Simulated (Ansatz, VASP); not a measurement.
# Two plane-wave programs on BP

Contents of POSCAR:

```
BP
1.0
    0.0000000000      2.2316754669      2.3432592403
    2.2316754669      0.0000000000      2.3432592403
    2.2316754669      2.2316754669      0.0000000000
B P
1 1
Direct
    0.0000000000      0.0000000000      0.0000000000
    0.7500000000      0.7500000000      0.7500000000
```

The input INCAR.step1:

```
  PREC = Accurate
  ENCUT = 520
  ISMEAR = 0
  SIGMA = 0.05
  LREAL = False
  LASPH = True
  NELM = 60
  NBANDS = 11
  GGA = PE
  ALGO = Normal
  EDIFF = 1E-4
  LWAVE = True
  LCHARG = False
```

File INCAR.step2:

```
  PREC = Accurate
  ENCUT = 520
  EDIFF = 1E-7
  ISMEAR = 0
  SIGMA = 0.05
  LREAL = False
  LASPH = True
  NELM = 60
  ALGO = Normal
  ISIF = 2
  LWAVE = False
  LCHARG = False
  METAGGA = R2SCAN
  LMIXTAU = True
  NBANDS = 11
  ISTART = 1
```

The input KPOINTS:

```
regular mesh
0
Gamma
  12 12 12
```

Input for Ansatz:

```yaml
crystal:
  lattice:
    - [0.0, 2.2316754669, 2.3432592403]
    - [2.2316754669, 0.0, 2.3432592403]
    - [2.2316754669, 2.2316754669, 0.0]
  atoms:
    - { symbol: B, position: [0.0, 0.0, 0.0] }
    - { symbol: P, position: [0.75, 0.75, 0.75] }
basis:
  ecutwfc: 500
kpoints:
  mp_grid: { grid: [12, 12, 12] }
hamiltonian:
  xc: r2scan
scf:
  occupations: { method: gaussian, width: 0.05 }
output:
  forces: true
  stress: true
  eigenvalues: true
```

Alike in both runs: task single point; functional r2SCAN; k mesh 12 × 12 × 12; occupations gaussian, width 0.05 eV; no spin polarisation.

|  | VASP | Ansatz |
| --- | --- | --- |
| version | VASP 6.6.1 | Ansatz 0.2.0 |
| potentials or method | VASP PAW PBE potentials, release 64 (B, P), cutoff 520 eV | scalar-relativistic, plane waves, PAW |
| valence electrons in the cell | 8 | 8 |

VASP gave:

| Property | Result |
| --- | --- |
| gap on the k mesh at the Fermi level (eV) | 1.05 |
| least direct gap on the mesh (eV) | 3.38 |
| pressure (GPa) | -0.5 |
| traceless stress, the component that is largest in VASP (GPa) | -10.02 |

**Question.** Which values does Ansatz return?

**Answer.** gap on the k mesh at the Fermi level (eV): 1.02; least direct gap on the mesh (eV): 3.34; pressure (GPa): 0.0; traceless stress, the component that is largest in VASP (GPa): -9.98.

VASP's potentials were made for PBE, not for r2SCAN. The functional is the same, so the differences come from potentials, cutoffs and numerics.
